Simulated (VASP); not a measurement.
# SmSi4 (P1) in VASP: notebook

Runs on SmSi4. Level: PBE. Tasks: single point.

All numbers are computed with VASP 6.6.1; they aren't measurements. Logs are shortened: lines on timing, memory, paths and dates and some standing lists are left out, and cuts for length are marked.

**1. The cell of the first run**

The typed cell holds 10 atoms: a = 5.134 Å, b = 5.197 Å, c = 9.276 Å, α = 90.45°, β = 98.71°, γ = 114.94°.

**2. Single point, PBE**

The input, INCAR:

```
PREC = Accurate
ENCUT = 500
EDIFF = 1E-6
ISMEAR = 0
SIGMA = 0.1
LREAL = F
LASPH = T
NELM = 200
ALGO = Normal
ISIF = 2
LWAVE = F
LCHARG = T
GGA = PE
LELF = T
LVHAR = T
NBANDS = 38
GGA_COMPAT = F
LMAXMIX = 6
```

The input, KPOINTS:

```
regular mesh
0
Gamma
  4 4 2
```

The input, POSCAR:

```
SmSi4
1.0
    5.1340847907      0.0000000000      0.0000000000
   -2.1910904457      4.7124530317      0.0000000000
   -1.4052895883     -0.7330160610      9.1395546114
Sm Si
2 8
Direct
    0.8113380758      0.7753690077      0.9207370863
    0.3459983008      0.4900344245      0.4832989403
    0.7684321090      0.8778658791      0.2669613745
    0.2139276129      0.3258444187      0.7923336045
    0.1276652481      0.4215465900      0.0301703918
    0.6713425077      0.1085027592      0.4618248923
    0.4368477723      0.9318461329      0.0641270698
    0.8743683696      0.4737475074      0.6599094317
    0.2494154672      0.1518995095      0.2124433985
    0.0006645368      0.9433437710      0.6081938101
```

Potentials or basis: VASP PAW PBE potentials, release 64 (Sm_3, Si), 4f in core.

Started as:

```
$ cat potpaw_PBE.64/Sm_3/POTCAR potpaw_PBE.64/Si/POTCAR > POTCAR
$ mpirun -np 1 vasp_std > vasp.out
```

OUTCAR:

```text
PREC = Accurate
   ENCUT = 500
   EDIFF = 1E-6
   ISMEAR = 0
   LREAL = F
   LASPH = T
   NELM = 200
   ISIF = 2
   GGA = PE

 ion  position               nearest neighbor table
   1  0.811  0.775  0.921-   7 2.86   8 3.00   4 3.02   5 3.02   7 3.04   4 3.11   5 3.13  10 3.21
                             9 3.25   3 3.31
   2  0.346  0.490  0.483-   9 2.91   6 2.96   8 2.98  10 3.00   4 3.09   8 3.10   6 3.11   6 3.16
                            10 3.21   3 3.24
   3  0.768  0.878  0.267-   6 2.39   9 2.41   7 2.44   2 3.24   1 3.31
   4  0.214  0.326  0.792-  10 2.37   8 2.37   5 2.40   1 3.02   2 3.09   1 3.11
   5  0.128  0.422  0.030-   9 2.38   4 2.40   7 2.44   1 3.02   1 3.13
   6  0.671  0.109  0.462-   3 2.39   8 2.40  10 2.45   2 2.96   9 3.00   2 3.11   2 3.16
   7  0.437  0.932  0.064-   9 2.33   5 2.44   3 2.44   1 2.86   1 3.04
   8  0.874  0.474  0.660-  10 2.32   4 2.37   6 2.40   2 2.98   1 3.00   2 3.10  10 3.14
   9  0.249  0.152  0.212-   7 2.33   5 2.38   3 2.41   2 2.91   6 3.00   1 3.25
  10  0.001  0.943  0.608-   8 2.32   4 2.37   6 2.45   2 3.00   8 3.14   1 3.21   2 3.21

  LATTYP: Found a triclinic cell.
 ALAT       =    13.8335940422
 B/A-ratio  =     0.4016263875
 C/A-ratio  =     1.3361979104
 COS(alpha) =     0.0006869020
 COS(beta)  =     0.6919764777
 COS(gamma) =     0.7054169765

  Lattice vectors:

 A1 = (   2.1571934876,  10.1579221244,  -9.1395546114)
 A2 = (   2.9429943450,   4.7124530317,   0.0000000000)
 A3 = (  -2.3235056141,   1.4660321220, -18.2791092228)

Analysis of symmetry for initial positions (statically):
=====================================================================
 Subroutine PRICEL returns:
 Original cell was already a primitive cell.

 Routine SETGRP: Setting up the symmetry group for a
 triclinic supercell.

 Subroutine GETGRP returns: Found  1 space group operations
 (whereof  1 operations were pure point group operations)
 out of a pool of  2 trial point group operations.

The static configuration has the point symmetry C_1 .

Analysis of symmetry for dynamics (positions and initial velocities):
=====================================================================
 Subroutine PRICEL returns:
 Original cell was already a primitive cell.

 Routine SETGRP: Setting up the symmetry group for a
 triclinic supercell.

 Subroutine GETGRP returns: Found  1 space group operations
 (whereof  1 operations were pure point group operations)
 out of a pool of  2 trial point group operations.

The dynamic configuration has the point symmetry C_1 .

 Subroutine INISYM returns: Found  1 space group operations
 (whereof  1 operations are pure point group operations),
 and found     1 'primitive' translations

----------------------------------------------------------------------------------------

                                     Primitive cell

  volume of cell :     221.1236

  direct lattice vectors                    reciprocal lattice vectors
     5.134084791  0.000000000  0.000000000     0.194776682  0.090562882  0.037212064
    -2.191090446  4.712453032  0.000000000     0.000000000  0.212203706  0.017019289
    -1.405289588 -0.733016061  9.139554611     0.000000000  0.000000000  0.109414522

  length of vectors
     5.134084791  5.196930913  9.275969484     0.218000755  0.212885108  0.109414522

  position of ions in fractional coordinates (direct lattice)
     0.811338076  0.775369008  0.920737086
     0.345998301  0.490034425  0.483298940
     0.768432109  0.877865879  0.266961374
     0.213927613  0.325844419  0.792333605
     0.127665248  0.421546590  0.030170392
     0.671342508  0.108502759  0.461824892
     0.436847772  0.931846133  0.064127070
     0.874368370  0.473747507  0.659909432
     0.249415467  0.151899509  0.212443398
     0.000664537  0.943343771  0.608193810

  ion indices of the primitive-cell ions
   primitive index   ion index
                 1           1
                 2           2
                 3           3
                 4           4
                 5           5
                 6           6
                 7           7
                 8           8
                 9           9
                10          10

----------------------------------------------------------------------------------------

 KPOINTS: regular mesh

Automatic generation of k-mesh.
 Grid dimensions read from file:
 generate k-points for:    4    4    2

 Generating k-lattice:

  Cartesian coordinates                     Fractional coordinates (reciprocal lattice)
     0.048694170  0.022640720  0.009303016     0.250000000  0.000000000 -0.000000000
     0.000000000  0.053050927  0.004254822     0.000000000  0.250000000 -0.000000000
     0.000000000  0.000000000  0.054707261     0.000000000  0.000000000  0.500000000

  Length of vectors
     0.054500189  0.053221277  0.054707261

  Shift w.r.t. Gamma in fractional coordinates (k-lattice)
     0.000000000  0.000000000  0.000000000

 Subroutine IBZKPT returns following result:
 ===========================================

 Found     20 irreducible k-points:

 Following reciprocal coordinates:
            Coordinates               Weight
  0.000000  0.000000  0.000000      1.000000
  0.250000 -0.000000  0.000000      2.000000
  0.500000 -0.000000  0.000000      1.000000
  0.000000  0.250000  0.000000      2.000000
  0.250000  0.250000  0.000000      2.000000
  0.500000  0.250000  0.000000      2.000000
[... 12 lines left out ...]
  0.250000  0.500000  0.500000      2.000000
  0.500000  0.500000  0.500000      1.000000
   k-points           NKPTS =     20   k-points in BZ     NKDIM =     20   number of bands    NBANDS=     38
   number of dos      NEDOS =    301   number of ions     NIONS =     10
   total plane-waves  NPLWV = 112000
   dimension x,y,z NGX =    40 NGY =   40 NGZ =   70
   dimension x,y,z NGXF=    80 NGYF=   80 NGZF=  140
   ions per type =               2   8
   NGX,Y,Z   is equivalent  to a cutoff of  12.95, 12.80, 12.55 a.u.
   NGXF,Y,Z  is equivalent  to a cutoff of  25.90, 25.59, 25.09 a.u.
 SYSTEM =  unknown system
   PREC   = accura    normal or accurate (medium, high low for compatibility)
   ISTART =      0    job   : 0-new  1-cont  2-samecut
   ICHARG =      2    charge: 1-file 2-atom 10-const
   ISPIN  =      1    spin polarized calculation?
   LNONCOLLINEAR =      F non collinear calculations
   LSORBIT =      F    spin-orbit coupling
   LASPH  =      T    aspherical Exc in radial PAW
   ENCUT  =  500.0 eV  36.75 Ry    6.06 a.u.   9.36  9.48 16.91*2*pi/ulx,y,z
   NELM   =    200;   NELMIN=  2; NELMDL= -5     # of ELM steps
   EDIFF  = 0.1E-05   stopping-criterion for ELM
   LREAL  =      F    real-space projection
   EDIFFG = 0.1E-04   stopping-criterion for IOM
   NSW    =      0    number of steps for IOM
   IBRION =     -1    ionic relax: 0-MD 1-quasi-New 2-CG
   NFREE  =      0    steps in history (QN), initial steepest desc. (CG)
   ISIF   =      2    stress and relaxation
   ISYM   =      2    0-nonsym 1-usesym 2-fastsym
   POTIM  = 0.5000    time-step for ionic-motion
   TEBEG  =    0.0;   TEEND  =   0.0 temperature during run
   PSTRESS=    0.0 pullay stress
   NELECT =      54.0000    total number of electrons
   NUPDOWN=      -1.0000    fix difference up-down
   EMIN   =  10.00;   EMAX   =-10.00  energy-range for DOS
   EFERMI =   0.00;   METHOD = LEGACY
   ISMEAR =     0;   SIGMA  =   0.10  broadening in eV -4-tet -1-fermi 0-gaus
   EFERMI_NEDOS =   21; number of points for ismear=-14 and -15
   IALGO  =     38    algorithm
   IMIX   =      4    mixing-type and parameters
     AMIX     =   0.40;   BMIX     =  1.00
     AMIX_MAG =   1.60;   BMIX_MAG =  1.00
  volume/ion in A,a.u.               =      22.11       149.22
  Fermi-wavevector in a.u.,A,eV,Ry     =   1.023280  1.933718 14.246680  1.047101
  Thomas-Fermi vector in A             =   2.157005
   LORBIT       =      0    0 simple, 1 ext, 2 COOP (PROOUT), +10 PAW based schemes
   GGA     = PE    functional components
   LHFCALC =     F    Hartree Fock is set to
   AEXX    =    0.0000 exact exchange contribution
   IVDW    =     0    specifies the selected vdW correction
   LEPSILON=     F    determine dielectric tensor
   LRPA    =     F    only Hartree local field effects (RPA)
 non-spin polarized calculation
 Gauss-broadening in eV      SIGMA  =   0.10
  energy-cutoff  :      500.00
  volume of cell :      221.12
 maximum number of plane-waves:      5636
 NGX is ok and might be reduce to    40
   NGX = 19   NGY = 19   NGZ = 33

 number of electron      53.9999999 magnetization

 Free energy of the ion-electron system (eV)
  ---------------------------------------------------
  ext. energy  EPLUGINS =         0.00000000
  ---------------------------------------------------
  free energy    TOTEN  =       -52.59189607 eV

  energy without entropy =      -52.57464250  energy(sigma->0) =      -52.58326929

 E-fermi :   5.3039     XC(G=0):  -9.6563

 val. band max:        5.2889921244   @ k =   0.5000   0.5000   0.0000
 cond. band min:       5.3068739715   @ k =   0.0000   0.2500   0.5000
 fundamental gap:      0.0178818472
 Fermi energy:         5.3038693666

 k-point     1 :       0.0000    0.0000    0.0000
  band No.  band energies     occupation
      1     -35.8980      2.00000
      2     -35.7572      2.00000
      3     -15.4058      2.00000
      4     -15.3782      2.00000
      5     -15.3463      2.00000
      6     -15.2926      2.00000
[... 30 lines left out ...]
     37       8.5288      0.00000
     38       8.6579      0.00000

 k-point     2 :       0.2500   -0.0000    0.0000
  band No.  band energies     occupation
      1     -35.8978      2.00000
      2     -35.7570      2.00000
      3     -15.4024      2.00000
      4     -15.3955      2.00000
      5     -15.3496      2.00000
      6     -15.2988      2.00000
[... 30 lines left out ...]
     37       8.1251      0.00000
     38       8.5964      0.00000
[... 695 lines left out ...]
     37       8.3001      0.00000
     38       8.6922      0.00000

 k-point    20 :       0.5000    0.5000    0.5000
  band No.  band energies     occupation
      1     -35.8975      2.00000
      2     -35.7567      2.00000
      3     -15.4129      2.00000
      4     -15.3972      2.00000
      5     -15.3571      2.00000
      6     -15.3118      2.00000
[... 30 lines left out ...]
     37       8.5093      0.00000
     38       8.9449      0.00000

------------------------ aborting loop because EDIFF is reached ----------------------------------------

  FORCE on cell =-STRESS in cart. coord.  units (eV):
  Direction    XX          YY          ZZ          XY          YZ          ZX
  --------------------------------------------------------------------------------------
  -------------------------------------------------------------------------------------
  Total        0.0761149     -0.0722569      0.3168606     -0.0973998      0.0542623     -0.2358078
  in kB        0.5514997     -0.5235457      2.2958511     -0.7057222      0.3931637     -1.7085731
  external PRESSURE =       0.7746017 kB  Pullay stress =       0.0000000 kB

 VOLUME and BASIS-vectors are now :
 -----------------------------------------------------------------------------
  energy-cutoff  :      500.00
  volume of cell :      221.12
      direct lattice vectors                 reciprocal lattice vectors
     5.134084791  0.000000000  0.000000000     0.194776682  0.090562882  0.037212064
    -2.191090446  4.712453032  0.000000000     0.000000000  0.212203706  0.017019289
    -1.405289588 -0.733016061  9.139554611     0.000000000  0.000000000  0.109414522

 POSITION                                       TOTAL-FORCE (eV/Angst)
 -----------------------------------------------------------------------------------
      1.17267      2.97897      8.41513         0.024440     -0.019404     -0.009931
      0.02350      1.95500      4.41714        -0.013445     -0.004009      0.003952
      1.64655      3.94121      2.43991         0.031540      0.032180     -0.013046
     -0.72909      0.95473      7.24158        -0.013206      0.003537      0.003076
     -0.31060      1.96440      0.27574        -0.024611      0.014478     -0.046752
      2.55999      0.17279      4.22087        -0.021941     -0.013221      0.028791
      0.11094      4.34427      0.58609        -0.010232      0.002606      0.004930
      2.52369      1.74879      6.03128         0.016450      0.024983      0.017314
      0.64915      0.56009      1.94164        -0.010666     -0.029858      0.021478
     -2.91823      3.99965      5.55862         0.021672     -0.011292     -0.009813
 -----------------------------------------------------------------------------------
    total drift:                               -0.000187      0.000025      0.000051

  FREE ENERGIE OF THE ION-ELECTRON SYSTEM (eV)
  ---------------------------------------------------
  free  energy   TOTEN  =       -52.5918960745 eV

  energy  without entropy=      -52.5746424990  energy(sigma->0) =      -52.58326929
```

Wall time 100 s (1 thread of Intel Xeon 6975P-C (Granite Rapids), shared host); peak memory 0.38 GiB.

What came out:

```
Free energy            : -52.5919 eV
Pressure               : 0.1 GPa
Largest force          : 0.055 eV/Å
Band gap on the k mesh : zero (bands 27 and 28 overlap by 0.58 eV)
```

Forces in eV/Å, atoms in the order of the input:
```
Sm   0.024 -0.019 -0.010
Sm  -0.013 -0.004  0.004
Si   0.032  0.032 -0.013
Si  -0.013  0.004  0.003
Si  -0.025  0.014 -0.047
Si  -0.022 -0.013  0.029
Si  -0.010  0.003  0.005
Si   0.016  0.025  0.017
Si  -0.011 -0.030  0.021
Si   0.022 -0.011 -0.010
```

Stress tensor (GPa, compression positive):
```
 0.06 -0.07 -0.17
-0.07 -0.05  0.04
-0.17  0.04  0.23
```

Levels at points of the mesh, in eV from the Fermi level:
```
           k point  band 25  band 26  band 27  band 28  band 29  band 30
(0.00, 0.00, 0.00)    -1.66    -1.06    -0.70    -0.33     0.47     1.02
(0.50, 0.00, 0.00)    -0.82    -0.25     0.25     0.52     0.67     1.14
(0.00, 0.50, 0.00)    -0.83    -0.27     0.06     0.31     0.95     1.26
(0.50, 0.50, 0.00)    -1.02    -0.73    -0.01     0.85     1.06     1.49
(0.00, 0.00, 0.50)    -1.76    -1.15    -0.79    -0.18     0.47     0.87
(0.50, 0.00, 0.50)    -0.97    -0.72     0.18     0.52     0.72     1.18
(0.00, 0.50, 0.50)    -0.95    -0.19     0.00     0.10     0.71     1.12
(0.50, 0.50, 0.50)    -0.77    -0.59     0.15     0.67     0.94     1.43
```

Caveat: spin-orbit coupling is left out, which moves the levels of the heavy elements; the 4f electrons are frozen in the core, so they carry no moment and show no levels. Spin polarisation is off, so any magnetic state and its effect on volume and gap are missing.

**3. Single point, PBE**

The input, INCAR:

```
SYSTEM = SmSi4
PREC     = Accurate       ! precision mode
ENCUT    = 500            ! plane-wave cutoff, eV
EDIFF    = 1E-6           ! SCF threshold, eV
ISMEAR   = 0              ! smearing method
SIGMA    = 0.2            ! smearing width, eV
LREAL    = .False.        ! projectors in reciprocal space
LASPH    = .True.         ! aspherical terms in the spheres
NELM     = 200            ! most SCF steps
ALGO     = Normal         ! electronic algorithm
ISIF     = 2              ! what is computed and relaxed
LWAVE    = .False.        ! write WAVECAR
LCHARG   = .True.         ! write CHGCAR
GGA      = PE             ! functional
LELF     = .True.         ! ELF
LVHAR    = .True.       
NBANDS   = 38             ! bands
GGA_COMPAT= .False.      
LMAXMIX  = 6              ! l up to which the mixer works
```

The input, KPOINTS:

```
regular mesh
0
Gamma
  4 4 4
  0 0 0
```

The input, POSCAR:

```
SmSi4
1.0
    3.0741265379     -2.8070828056     -3.1109681884
   -3.3539387310     -2.7310740431      2.7660723413
   -6.8051989853     -0.6361262849     -6.2712215705
Sm Si
2 8
Direct
   -0.2246309923      0.8113380758      1.0792629137
    0.4900344245      0.3459983008      0.5167010597
    0.8778658791      0.7684321090      0.7330386255
    0.3258444187      0.2139276129      0.2076663955
    0.4215465900      0.1276652481      0.9698296082
    1.1085027592      0.6713425077      0.5381751077
   -0.0681538671      0.4368477723     -0.0641270698
    0.4737475074      0.8743683696      0.3400905683
    0.1518995095      0.2494154672      0.7875566015
    0.9433437710      1.0006645368      0.3918061899
```

Potentials or basis: VASP PAW PBE potentials, release 64 (Sm_3, Si), 4f in core.

Started as:

```
$ cat potpaw_PBE.64/Sm_3/POTCAR potpaw_PBE.64/Si/POTCAR > POTCAR
$ mpirun -np 1 vasp_std > vasp.out
```

Run time: 2.8 min. Hardware: 1 thread of Intel Xeon 6975P-C (Granite Rapids), shared host; peak memory 0.45 GiB.

It converged, with:

```yaml
Free_energy: -52.6273 eV
Pressure: 0.1 GPa
Largest_force: 0.022 eV/Å
Band_gap_on_the_k_mesh: zero (bands 27 and 28 overlap by 0.58 eV)
```

Forces in eV/Å, atoms in the order of the input:
```
Sm   0.007 -0.011  0.007
Sm   0.008 -0.011 -0.010
Si  -0.008 -0.005 -0.009
Si  -0.001  0.015 -0.002
Si  -0.005 -0.003  0.000
Si   0.004 -0.007  0.003
Si   0.012  0.002  0.006
Si  -0.011  0.008  0.004
Si  -0.013  0.017 -0.006
Si   0.005 -0.004  0.006
```

Stress tensor (GPa, compression positive):
```
0.14 0.03 0.00
0.03 0.09 0.00
0.00 0.00 0.03
```

Levels at points of the mesh, in eV from the Fermi level:
```
           k point  band 24  band 25  band 26  band 27  band 28  band 29  band 30  band 31
(0.00, 0.00, 0.00)    -1.93    -1.68    -1.08    -0.73    -0.36     0.45     1.00     1.41
(0.50, 0.00, 0.00)    -1.02    -0.86    -0.30     0.04     0.29     0.92     1.24     1.39
(0.00, 0.50, 0.00)    -1.15    -0.84    -0.27     0.22     0.50     0.64     1.11     1.21
(0.50, 0.50, 0.00)    -1.30    -1.04    -0.75    -0.04     0.83     1.03     1.47     1.62
(0.00, 0.00, 0.50)    -2.06    -1.79    -1.18    -0.81    -0.21     0.45     0.84     1.04
(0.50, 0.00, 0.50)    -1.09    -0.98    -0.22    -0.02     0.08     0.69     1.10     1.34
(0.00, 0.50, 0.50)    -1.17    -0.99    -0.75     0.16     0.50     0.70     1.16     1.24
(0.50, 0.50, 0.50)    -1.60    -0.80    -0.61     0.13     0.64     0.91     1.41     1.50
```

Caveat: spin-orbit coupling is left out, which moves the levels of the heavy elements; the 4f electrons are frozen in the core, so they carry no moment and show no levels. Spin polarisation is off, so any magnetic state and its effect on volume and gap are missing.
